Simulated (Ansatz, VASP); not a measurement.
# AlN in VASP and in Ansatz

Contents of INCAR:

```
  PREC = Accurate
  ENCUT = 520
  EDIFF = 1E-7
  ISMEAR = -1
  SIGMA = 0.03
  LREAL = False
  LASPH = True
  NELM = 80
  ALGO = Normal
  ISIF = 2
  LWAVE = False
  LCHARG = True
  GGA = PS
  LELF = True
  LVHAR = True
  NBANDS = 16
```

KPOINTS

```
Automatic mesh
0
Gamma
  10 10 6
```

File POSCAR:

```
AlN
1.0
    3.1110021516      0.0000000000      0.0000000000
   -1.5555010758      2.6942068945      0.0000000000
    0.0000000000      0.0000000000      5.0775600000
Al N
2 2
Direct
    0.3333333333      0.6666666667      0.0000000000
    0.6666666667      0.3333333333      0.5000000000
    0.3333333333      0.6666666667      0.3850000000
    0.6666666667      0.3333333333      0.8850000000
```

Input for Ansatz:

```yaml
crystal:
  lattice:
    - [3.1110021516, 0.0, 0.0]
    - [-1.5555010758, 2.6942068945, 0.0]
    - [0.0, 0.0, 5.07756]
  atoms:
    - { symbol: Al, position: [0.3333333333, 0.6666666667, 0.0] }
    - { symbol: Al, position: [0.6666666667, 0.3333333333, 0.5] }
    - { symbol: "N", position: [0.3333333333, 0.6666666667, 0.385] }
    - { symbol: "N", position: [0.6666666667, 0.3333333333, 0.885] }
kpoints:
  mp_grid: { grid: [10, 10, 6] }
  band_path:
    path:
      - [0.0, 0.0, 0.0]
      - [0.5, 0.0, 0.0]
      - [0.3333333333, 0.3333333333, 0.0]
      - [0.0, 0.0, 0.0]
      - [0.0, 0.0, 0.5]
      - [0.5, 0.0, 0.5]
      - [0.3333333333, 0.3333333333, 0.5]
      - [0.0, 0.0, 0.5]
      - [0.5, 0.0, 0.5]
    npoints: 5
scf:
  occupations: { method: fermi_dirac, width: 0.03 }
hamiltonian:
  xc: pbesol
  pseudopotentials: { kind: all_electron, lapw: { basis_error: 0.001 } }
output:
  forces: true
  stress: true
  eigenvalues: true
```

Change from the starting cell: zz strain of +2 %.

Alike in both runs: task single point; functional PBEsol; k mesh 10 × 10 × 6; occupations fermi-dirac, width 0.03 eV; no spin polarisation.

```csv
,VASP,Ansatz
version,VASP 6.6.1,Ansatz 0.2.0
potentials or method,"VASP PAW PBE potentials, release 64 (Al, N), cutoff 520 eV","all-electron LAPW, scalar-relativistic"
```

|  | VASP | Ansatz | Ansatz less VASP |
| --- | --- | --- | --- |
| gap on the k mesh at the Fermi level (eV) | 3.96 | 3.95 | -0.006 |
| pressure (GPa) | -3.0 | -3.0 | -0.09 |
| traceless stress, the component that is largest in VASP (GPa) | -5.78 | -5.69 | +0.095 |
| rms of the force components (eV/Å) | 0.209 | 0.206 | -0.0027 |

VASP's potentials were made for PBE, not for PBEsol. Atom by atom the forces differ by 0.003 eV/Å (rms over components). Ansatz ran all-electron here, and VASP with PAW potentials.
